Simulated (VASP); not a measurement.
Set up this calculation in VASP 6.6.1, as the native input.

```
Task                   : single point
Functional             : r2SCAN
Potentials or basis    : VASP PAW PBE potentials, release 64 (Ga_d, Sb)
Cutoff                 : 550 eV
k mesh                 : 6 × 6 × 6
Occupations            : fermi-dirac, width 0.02 eV
Spin                   : no spin polarisation
Dipole correction      : no
Further INCAR settings : ALGO = Normal; EDIFF = 1e-06; NBANDS = 16
```

Crystal: GaSb.

```xyz
2
Lattice="0.0000 3.1260 3.1260 3.1260 0.0000 3.1260 3.1260 3.1260 0.0000" Properties=species:S:1:pos:R:3 pbc="T T T"
Ga    0.0000    0.0000    0.0000
Sb    1.5630    1.5630    1.5630
```

This cell differs from its parent crystal: volume changed by +6%.

These files were run (other wordings do the same):

POSCAR

```
GaSb
1.0
    0.0000000000      3.1260154767      3.1260154767
    3.1260154767      0.0000000000      3.1260154767
    3.1260154767      3.1260154767      0.0000000000
Ga Sb
1 1
Direct
    0.0000000000      0.0000000000      0.0000000000
    0.2500000000      0.2500000000      0.2500000000
```

INCAR.step1

```
SYSTEM = GaSb
  PREC = Accurate
  ENCUT = 550
  ISMEAR = -1
  SIGMA = 0.02
  LREAL = .FALSE.
  LASPH = .TRUE.
  NELM = 120
  NBANDS = 16
  GGA = PE
  ALGO = Normal
  EDIFF = 1E-5
  LWAVE = .TRUE.
  LCHARG = .FALSE.
  GGA_COMPAT = .FALSE.
```

INCAR.step2

```
SYSTEM = GaSb
  PREC = Accurate
  ENCUT = 550
  EDIFF = 1E-6
  ISMEAR = -1
  SIGMA = 0.02
  LREAL = .FALSE.
  LASPH = .TRUE.
  NELM = 120
  ALGO = Normal
  ISIF = 2
  LWAVE = .FALSE.
  LCHARG = .FALSE.
  METAGGA = R2SCAN
  LMIXTAU = .TRUE.
  NBANDS = 16
  ISTART = 1
  GGA_COMPAT = .FALSE.
```

KPOINTS

```
Automatic mesh
0
G
  6 6 6
  0 0 0
```

Potentials or basis: VASP PAW PBE potentials, release 64 (Ga_d, Sb).

Run with:

```bash
$ cat potpaw_PBE.64/Ga_d/POTCAR potpaw_PBE.64/Sb/POTCAR > POTCAR
$ cp INCAR.step1 INCAR
$ mpirun -np 1 vasp_std > vasp.out
$ cp INCAR.step2 INCAR
$ mpirun -np 1 vasp_std > vasp.out
```

Results of the run:

The pressure is -2.5 GPa and the band gap on the k mesh is zero (filled and empty bands touch).

Caveat: the PAW data sets were made with another functional, which shifts forces and pressure a little; spin-orbit coupling is left out, which moves the levels of the heavy elements.

Run time: 57 s on 1 thread of Intel Xeon 6975P-C, with other jobs on the host, peak memory 0.21 GiB.
